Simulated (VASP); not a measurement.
# Rh (P6_3/mmc) in VASP: a series of runs

Runs on Rh. Level: r2SCAN. Tasks: single point, relaxation of cell and atoms.

Everything below comes from runs of VASP 6.6.1. Logs are shortened: lines on timing, memory, paths and dates and some standing lists are left out, and cuts for length are marked.

**1. The cell of the first run**

The structure is hexagonal, space group P6_3/mmc (No. 194). The conventional cell has a = 2.684 Å, b = 2.684 Å, c = 8.865 Å, α = 90.00°, β = 90.00°, γ = 120.00°. Rh (site symmetry -3m) has 12 Rh at 2.68 to 2.70 Å within 3.5 Å. Within 3.5 Å of Rh (site symmetry -6m2) lie 12 Rh at 2.68 to 2.70 Å.

This isn't the form of Rh at room conditions, which is fcc.

**2. Single point, r2SCAN**

Input file POSCAR:

```
Rh
1.0
    2.6838585872     -0.0000002878      0.0000000000
   -1.3419290443      2.3242898606      0.0000000000
    0.0000000000      0.0000000000      8.8646106776
Rh
4
Direct
    0.0000000000      0.0000000000      0.0000000000
    0.3333333333      0.6666666667      0.2500000000
    0.0000000000      0.0000000000      0.5000000000
    0.6666666667      0.3333333333      0.7500000000
```

Input file INCAR.step1:

```
SYSTEM = Rh
PREC = Accurate ; ENCUT = 520
ISMEAR = 1 ; SIGMA = 0.3
LREAL = .False. ; LASPH = .True.
NELM = 60 ; NBANDS = 38
GGA = PE ; ALGO = Normal
EDIFF = 1E-4 ; LWAVE = .True.
LCHARG = .False.
```

Input file INCAR.step2:

```
SYSTEM = Rh
PREC = Accurate ; ENCUT = 520
EDIFF = 1E-6 ; ISMEAR = 1
SIGMA = 0.3 ; LREAL = .False.
LASPH = .True. ; NELM = 60
ALGO = Normal ; ISIF = 2
LWAVE = .False. ; LCHARG = .False.
METAGGA = R2SCAN ; LMIXTAU = .True.
NBANDS = 38 ; ISTART = 1
```

Input file KPOINTS:

```
Automatic mesh
0
Gamma
  7 7 2
  0 0 0
```

Potentials or basis: VASP PAW PBE potentials, release 64 (Rh_pv).

On the command line:

```bash
> cat potpaw_PBE.64/Rh_pv/POTCAR > POTCAR
> cp INCAR.step1 INCAR
> mpirun -np 1 vasp_std > vasp.out
> cp INCAR.step2 INCAR
> mpirun -np 1 vasp_std > vasp.out
```

OUTCAR:

```text
SYSTEM = Rh
   PREC = Accurate
   ENCUT = 520
   EDIFF = 1E-6
   ISMEAR = 1
   LREAL = .False.
   LASPH = .True.
   NELM = 60
   ISIF = 2
   METAGGA = R2SCAN
   ISTART = 1

 ion  position               nearest neighbor table
   1  0.000  0.000  0.000-   2 2.70   4 2.70   2 2.70   4 2.70   4 2.70   2 2.70
   2  0.333  0.667  0.250-   1 2.70   3 2.70   1 2.70   3 2.70   1 2.70   3 2.70
   3  0.000  0.000  0.500-   2 2.70   4 2.70   2 2.70   4 2.70   4 2.70   2 2.70
   4  0.667  0.333  0.750-   1 2.70   3 2.70   1 2.70   3 2.70   1 2.70   3 2.70

  LATTYP: Found a hexagonal cell.
 ALAT       =     2.6838585872
 C/A-ratio  =     3.3029350801

  Lattice vectors:

 A1 = (   2.6838585872,  -0.0000002878,   0.0000000000)
 A2 = (  -1.3419290443,   2.3242898606,   0.0000000000)
 A3 = (   0.0000000000,   0.0000000000,   8.8646106776)

Analysis of symmetry for initial positions (statically):
=====================================================================
 Subroutine PRICEL returns:
 Original cell was already a primitive cell.

 Routine SETGRP: Setting up the symmetry group for a
 hexagonal supercell.

 Subroutine GETGRP returns: Found 24 space group operations
 (whereof 12 operations were pure point group operations)
 out of a pool of 24 trial point group operations.

The static configuration has the point symmetry D_3d.
 The point group associated with its full space group is D_6h.

Analysis of symmetry for dynamics (positions and initial velocities):
=====================================================================
 Subroutine PRICEL returns:
 Original cell was already a primitive cell.

 Routine SETGRP: Setting up the symmetry group for a
 hexagonal supercell.

 Subroutine GETGRP returns: Found 24 space group operations
 (whereof 12 operations were pure point group operations)
 out of a pool of 24 trial point group operations.

The dynamic configuration has the point symmetry D_3d.
 The point group associated with its full space group is D_6h.

 Subroutine INISYM returns: Found 24 space group operations
 (whereof 12 operations are pure point group operations),
 and found     1 'primitive' translations

----------------------------------------------------------------------------------------

                                     Primitive cell

  volume of cell :      55.2980

  direct lattice vectors                    reciprocal lattice vectors
     2.683858587 -0.000000288  0.000000000     0.372597896  0.215119442  0.000000000
    -1.341929044  2.324289861  0.000000000     0.000000046  0.430238964  0.000000000
     0.000000000  0.000000000  8.864610678     0.000000000  0.000000000  0.112808113

  length of vectors
     2.683858587  2.683858587  8.864610678     0.430238964  0.430238964  0.112808113

  position of ions in fractional coordinates (direct lattice)
     0.000000000  0.000000000  0.000000000
     0.333333333  0.666666667  0.250000000
     0.000000000  0.000000000  0.500000000
     0.666666667  0.333333333  0.750000000

  ion indices of the primitive-cell ions
   primitive index   ion index
                 1           1
                 2           2
                 3           3
                 4           4

----------------------------------------------------------------------------------------

 KPOINTS: Automatic mesh

Automatic generation of k-mesh.
 Grid dimensions read from file:
 generate k-points for:    7    7    2

 Generating k-lattice:

  Cartesian coordinates                     Fractional coordinates (reciprocal lattice)
     0.053228271  0.030731349  0.000000000     0.142857143  0.000000000  0.000000000
     0.000000007  0.061462709  0.000000000     0.000000000  0.142857143  0.000000000
     0.000000000  0.000000000  0.056404056     0.000000000  0.000000000  0.500000000

  Length of vectors
     0.061462709  0.061462709  0.056404056

  Shift w.r.t. Gamma in fractional coordinates (k-lattice)
     0.000000000  0.000000000  0.000000000

 Subroutine IBZKPT returns following result:
 ===========================================

 Found     16 irreducible k-points:

 Following reciprocal coordinates:
            Coordinates               Weight
  0.000000  0.000000  0.000000      1.000000
  0.142857  0.000000  0.000000      6.000000
  0.285714  0.000000  0.000000      6.000000
  0.428571  0.000000  0.000000      6.000000
  0.142857  0.142857  0.000000      6.000000
  0.285714  0.142857  0.000000     12.000000
[... 8 lines left out ...]
  0.428571  0.142857  0.500000      6.000000
  0.285714  0.285714  0.500000      6.000000
   k-points           NKPTS =     16   k-points in BZ     NKDIM =     16   number of bands    NBANDS=     38
   number of dos      NEDOS =    301   number of ions     NIONS =      4
   total plane-waves  NPLWV =  28000
   dimension x,y,z NGX =    20 NGY =   20 NGZ =   70
   dimension x,y,z NGXF=    40 NGYF=   40 NGZF=  140
   ions per type =               4
   NGX,Y,Z   is equivalent  to a cutoff of  12.39, 12.39, 13.13 a.u.
   NGXF,Y,Z  is equivalent  to a cutoff of  24.78, 24.78, 26.26 a.u.
 SYSTEM =  Rh
   PREC   = accura    normal or accurate (medium, high low for compatibility)
   ISTART =      1    job   : 0-new  1-cont  2-samecut
   ICHARG =      0    charge: 1-file 2-atom 10-const
   ISPIN  =      1    spin polarized calculation?
   LNONCOLLINEAR =      F non collinear calculations
   LSORBIT =      F    spin-orbit coupling
   LASPH  =      T    aspherical Exc in radial PAW
   ENCUT  =  520.0 eV  38.22 Ry    6.18 a.u.   4.99  4.99 16.48*2*pi/ulx,y,z
   NELM   =     60;   NELMIN=  2; NELMDL=  0     # of ELM steps
   EDIFF  = 0.1E-05   stopping-criterion for ELM
   LREAL  =      F    real-space projection
   EDIFFG = 0.1E-04   stopping-criterion for IOM
   NSW    =      0    number of steps for IOM
   IBRION =     -1    ionic relax: 0-MD 1-quasi-New 2-CG
   NFREE  =      0    steps in history (QN), initial steepest desc. (CG)
   ISIF   =      2    stress and relaxation
   ISYM   =      2    0-nonsym 1-usesym 2-fastsym
   POTIM  = 0.5000    time-step for ionic-motion
   TEBEG  =    0.0;   TEEND  =   0.0 temperature during run
   PSTRESS=    0.0 pullay stress
   NELECT =      60.0000    total number of electrons
   NUPDOWN=      -1.0000    fix difference up-down
   EMIN   =  10.00;   EMAX   =-10.00  energy-range for DOS
   EFERMI =   0.00;   METHOD = LEGACY
   ISMEAR =     1;   SIGMA  =   0.30  broadening in eV -4-tet -1-fermi 0-gaus
   EFERMI_NEDOS =   21; number of points for ismear=-14 and -15
   IALGO  =     38    algorithm
   IMIX   =      4    mixing-type and parameters
     AMIX     =   0.40;   BMIX     =  1.00
     AMIX_MAG =   1.60;   BMIX_MAG =  1.00
  volume/ion in A,a.u.               =      13.82        93.29
  Fermi-wavevector in a.u.,A,eV,Ry     =   1.682243  3.178978 38.503692  2.829941
  Thomas-Fermi vector in A             =   2.765657
   LORBIT       =      0    0 simple, 1 ext, 2 COOP (PROOUT), +10 PAW based schemes
   METAGGA = R2SCAN    functional components
   LHFCALC =     F    Hartree Fock is set to
   AEXX    =    0.0000 exact exchange contribution
   IVDW    =     0    specifies the selected vdW correction
   LEPSILON=     F    determine dielectric tensor
   LRPA    =     F    only Hartree local field effects (RPA)
 non-spin polarized calculation
 Methfessel and Paxton  Order N= 1 SIGMA  =   0.30
  energy-cutoff  :      520.00
  volume of cell :       55.30
 maximum number of plane-waves:      1505
 NGX is ok and might be reduce to    20
   NGX =  9   NGY =  9   NGZ = 33

 number of electron      60.0000004 magnetization

 Free energy of the ion-electron system (eV)
  ---------------------------------------------------
  ext. energy  EPLUGINS =         0.00000000
  ---------------------------------------------------
  free energy    TOTEN  =       -96.58690596 eV

  energy without entropy =      -96.59683683  energy(sigma->0) =      -96.59021625

 E-fermi :  11.7015     XC(G=0): -15.1553

 val. band max:       11.6726600552   @ k =   0.1429   0.1429   0.0000
 cond. band min:      11.7415901588   @ k =   0.0000   0.0000   0.5000
 fundamental gap:      0.0689301036
 Fermi energy:        11.7015120917

 k-point     1 :       0.0000    0.0000    0.0000
  band No.  band energies     occupation
      1     -36.8578      2.00000
      2     -36.5116      2.00000
      3     -36.4651      2.00000
      4     -36.2295      2.00000
      5     -36.2295      2.00000
      6     -36.1988      2.00000
[... 30 lines left out ...]
     37      20.4671      0.00000
     38      26.7300      0.00000

 k-point     2 :       0.1429    0.0000    0.0000
  band No.  band energies     occupation
      1     -36.8097      2.00000
      2     -36.5259      2.00000
      3     -36.4951      2.00000
      4     -36.3423      2.00000
      5     -36.2770      2.00000
      6     -36.2645      2.00000
[... 30 lines left out ...]
     37      20.3722      0.00000
     38      27.3781      0.00000

 k-point     3 :       0.2857    0.0000    0.0000
  band No.  band energies     occupation
      1     -36.7063      2.00000
      2     -36.6814      2.00000
      3     -36.6274      2.00000
      4     -36.5857      2.00000
      5     -36.5100      2.00000
      6     -36.3403      2.00000
[... 30 lines left out ...]
     37      20.3325      0.00000
     38      24.7100      0.00000

 k-point     4 :       0.4286    0.0000    0.0000
  band No.  band energies     occupation
      1     -36.8756      2.00000
      2     -36.8309      2.00000
      3     -36.7806      2.00000
      4     -36.7121      2.00000
      5     -36.5146      2.00000
      6     -36.3989      2.00000
[... 30 lines left out ...]
     37      21.3650      0.00000
     38      21.6184      0.00000
[... 375 lines left out ...]
      4     -36.6967      2.00000
      5     -36.4691      2.00000
      6     -36.4691      2.00000
[... 30 lines left out ...]
     37      22.9244      0.00000
     38      22.9244      0.00000

 k-point    15 :       0.4286    0.1429    0.5000
  band No.  band energies     occupation
      1     -36.8296      2.00000
      2     -36.8296      2.00000
      3     -36.7634      2.00000
      4     -36.7634      2.00000
      5     -36.4782      2.00000
      6     -36.4782      2.00000
[... 30 lines left out ...]
     37      21.5212      0.00000
     38      21.5212      0.00000

 k-point    16 :       0.2857    0.2857    0.5000
  band No.  band energies     occupation
      1     -36.7458      2.00000
      2     -36.7458      2.00000
      3     -36.7087      2.00000
      4     -36.7087      2.00000
      5     -36.5591      2.00000
      6     -36.5591      2.00000
[... 30 lines left out ...]
     37      21.1764      0.00000
     38      21.1764      0.00000

------------------------ aborting loop because EDIFF is reached ----------------------------------------

  FORCE on cell =-STRESS in cart. coord.  units (eV):
  Direction    XX          YY          ZZ          XY          YZ          ZX
  --------------------------------------------------------------------------------------
  -------------------------------------------------------------------------------------
  Total       -0.4520252     -0.4520252     -0.0773547     -0.0000000      0.0000000      0.0000000
  in kB      -13.0967543    -13.0967543     -2.2412375     -0.0000000      0.0000000      0.0000000
  external PRESSURE =      -9.4782487 kB  Pullay stress =       0.0000000 kB

 VOLUME and BASIS-vectors are now :
 -----------------------------------------------------------------------------
  energy-cutoff  :      520.00
  volume of cell :       55.30
      direct lattice vectors                 reciprocal lattice vectors
     2.683858587 -0.000000288  0.000000000     0.372597896  0.215119442  0.000000000
    -1.341929044  2.324289861  0.000000000     0.000000046  0.430238964  0.000000000
     0.000000000  0.000000000  8.864610678     0.000000000  0.000000000  0.112808113

 POSITION                                       TOTAL-FORCE (eV/Angst)
 -----------------------------------------------------------------------------------
      0.00000      0.00000      0.00000         0.000000     -0.000000      0.000000
      0.00000      1.54953      2.21615        -0.000000      0.000000     -0.000000
      0.00000      0.00000      4.43231         0.000000     -0.000000      0.000000
      1.34193      0.77476      6.64846         0.000000      0.000000      0.000000
 -----------------------------------------------------------------------------------
    total drift:                                0.000000     -0.000000      0.000000

  FREE ENERGIE OF THE ION-ELECTRON SYSTEM (eV)
  ---------------------------------------------------
  free  energy   TOTEN  =       -96.5869059640 eV

  energy  without entropy=      -96.5968368319  energy(sigma->0) =      -96.59021625
```

Run time: 2.9 min. Hardware: 1 thread of Intel Xeon 8259CL, shared host; peak memory 0.15 GiB.

What came out:

- Free energy: -96.5869 eV
- Pressure: -0.9 GPa
- Band gap on the k mesh: zero (bands 30 and 31 overlap by 1.77 eV)

Stress tensor (GPa, compression positive):
```
-1.31  0.00  0.00
 0.00 -1.31  0.00
 0.00  0.00 -0.22
```

Caveat: the k points lie up to 0.39 Å⁻¹ apart, too coarse for converged energies and pressures of a metal; the PAW data sets were made with another functional, which shifts forces and pressure a little.

(Continued in part 2 of 2.)

The gap in the log of VASP goes by the Fermi energy; the results here count the filled bands.